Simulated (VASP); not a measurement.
# GaN (F-43m) in VASP: further runs, part 2 of 2

VASP 6.6.1. The steps go on from the part before.

### 3 Single point, BHLYP

This run uses another cell than the first one, of 11.90 Å³/atom.

The input, POSCAR:

```
GaN
1.0
    0.0000000000      2.2831553320      2.2831553320
    2.2831553320      0.0000000000      2.2831553320
    2.2831553320      2.2831553320      0.0000000000
Ga N
1 1
Direct
    0.0000000000      0.0000000000      0.0000000000
    0.2500000000      0.2500000000      0.2500000000
```

The input, INCAR.step1:

```
SYSTEM = GaN
PREC     = Accurate       ! precision mode
ENCUT    = 520            ! plane-wave cutoff, eV
EDIFF    = 1E-5           ! SCF threshold, eV
ISMEAR   = -1             ! smearing method
SIGMA    = 0.05           ! smearing width, eV
LREAL    = .FALSE.        ! projectors in reciprocal space
LASPH    = .TRUE.         ! aspherical terms in the spheres
NELM     = 60             ! most SCF steps
ALGO     = Normal         ! electronic algorithm
ISIF     = 2              ! what is computed and relaxed
LWAVE    = .TRUE.         ! write WAVECAR
LCHARG   = .FALSE.        ! write CHGCAR
GGA      = PE             ! functional
NBANDS   = 16             ! bands
```

The input, INCAR.step2:

```
SYSTEM = GaN
PREC     = Accurate       ! precision mode
ENCUT    = 520            ! plane-wave cutoff, eV
EDIFF    = 1E-6           ! SCF threshold, eV
ISMEAR   = -1             ! smearing method
SIGMA    = 0.05           ! smearing width, eV
LREAL    = .FALSE.        ! projectors in reciprocal space
LASPH    = .TRUE.         ! aspherical terms in the spheres
NELM     = 60             ! most SCF steps
ALGO     = Normal         ! electronic algorithm
ISIF     = 2              ! what is computed and relaxed
LWAVE    = .FALSE.        ! write WAVECAR
LCHARG   = .FALSE.        ! write CHGCAR
GGA      = B5             ! functional
LHFCALC  = .TRUE.         ! exact exchange
AEXX     = 0.5            ! exact-exchange fraction
ALDAX    = 0.5          
AGGAX    = 0.5          
AGGAC    = 1.0          
ALDAC    = 0.0          
PRECFOCK = Normal       
ISTART   = 1            
NBANDS   = 16             ! bands
```

The input, KPOINTS:

```
regular mesh
0
G
  5 5 5
  0 0 0
```

Potentials or basis: VASP PAW PBE potentials, release 64 (Ga_d, N).

On the command line:

```console
$ cat potpaw_PBE.64/Ga_d/POTCAR potpaw_PBE.64/N/POTCAR > POTCAR
$ cp INCAR.step1 INCAR
$ mpirun -np 1 vasp_std > vasp.out
$ cp INCAR.step2 INCAR
$ mpirun -np 1 vasp_std > vasp.out
```

OUTCAR:

```text
SYSTEM = GaN
   PREC = Accurate
   ENCUT = 520
   EDIFF = 1E-6
   ISMEAR = -1
   LREAL = .FALSE.
   LASPH = .TRUE.
   NELM = 60
   ISIF = 2
   GGA = B5
   LHFCALC = .TRUE.
   AEXX = 0.5
   PRECFOCK = Normal
   ISTART = 1

 ion  position               nearest neighbor table
   1  0.000  0.000  0.000-   2 1.98   2 1.98   2 1.98   2 1.98
   2  0.250  0.250  0.250-   1 1.98   1 1.98   1 1.98   1 1.98

  LATTYP: Found a face centered cubic cell.
 ALAT       =     4.5663106640

[... 368 lines left out ...]

------------------------ aborting loop because EDIFF is reached ----------------------------------------

  FORCE on cell =-STRESS in cart. coord.  units (eV):
  Direction    XX          YY          ZZ          XY          YZ          ZX
  --------------------------------------------------------------------------------------
  -------------------------------------------------------------------------------------
  Total       -1.2452744     -1.2452744     -1.2452744      0.0000000     -0.0000000      0.0000000
  in kB      -83.8183846    -83.8183846    -83.8183846      0.0000000     -0.0000000      0.0000000
  external PRESSURE =     -83.8183846 kB  Pullay stress =       0.0000000 kB

 VOLUME and BASIS-vectors are now :
 -----------------------------------------------------------------------------
  energy-cutoff  :      520.00
  volume of cell :       23.80
      direct lattice vectors                 reciprocal lattice vectors
     0.000000000  2.283155332  2.283155332    -0.218995174  0.218995174  0.218995174
     2.283155332  0.000000000  2.283155332     0.218995174 -0.218995174  0.218995174
     2.283155332  2.283155332  0.000000000     0.218995174  0.218995174 -0.218995174

 POSITION                                       TOTAL-FORCE (eV/Angst)
 -----------------------------------------------------------------------------------
      0.00000      0.00000      0.00000         0.000000     -0.000000      0.000000
      1.14158      1.14158      1.14158        -0.000000      0.000000     -0.000000
 -----------------------------------------------------------------------------------
    total drift:                               -0.000040     -0.000025     -0.000016

  FREE ENERGIE OF THE ION-ELECTRON SYSTEM (eV)
  ---------------------------------------------------
  free  energy   TOTEN  =       -18.1847873521 eV

  energy  without entropy=      -18.1847873521  energy(sigma->0) =      -18.18478735
```

OSZICAR.step1:

```text
N       E                     dE             d eps       ncg     rms          rms(c)
DAV:   1     0.851846662655E+02    0.85185E+02   -0.94485E+03   344   0.197E+03
DAV:   2    -0.783157734676E+01   -0.93016E+02   -0.85211E+02   352   0.340E+02
DAV:   3    -0.140140696727E+02   -0.61825E+01   -0.61603E+01   400   0.716E+01
DAV:   4    -0.140876427500E+02   -0.73573E-01   -0.73569E-01   392   0.858E+00
DAV:   5    -0.140885565651E+02   -0.91382E-03   -0.91381E-03   424   0.795E-01    0.759E+00
DAV:   6    -0.121390632111E+02    0.19495E+01   -0.50040E+00   480   0.386E+01    0.269E+00
DAV:   7    -0.121434478874E+02   -0.43847E-02   -0.30198E-01   336   0.663E+00    0.176E+00
DAV:   8    -0.121398711979E+02    0.35767E-02   -0.64640E-02   368   0.320E+00    0.837E-01
DAV:   9    -0.121353549309E+02    0.45163E-02   -0.13984E-02   488   0.257E+00    0.219E-01
DAV:  10    -0.121357738343E+02   -0.41890E-03   -0.13897E-03   376   0.483E-01    0.102E-01
DAV:  11    -0.121356818999E+02    0.91934E-04   -0.26661E-04   448   0.265E-01    0.690E-03
DAV:  12    -0.121356878635E+02   -0.59636E-05   -0.29956E-05   360   0.521E-02
   1 F= -.12135688E+02 E0= -.12135688E+02  d E =-.189287E-07
```

It took 8.3 min on 1 thread of Intel Xeon 6975P-C (Granite Rapids), shared host; peak memory 0.14 GiB.

Results:

```yaml
Free_energy: -18.1848 eV
Pressure: -8.4 GPa
Band_gap_on_the_k_mesh: 5.65 eV
```

Caveat: the k points lie up to 0.48 Å⁻¹ apart; the PAW data sets were made with another functional, which shifts forces and pressure a little.
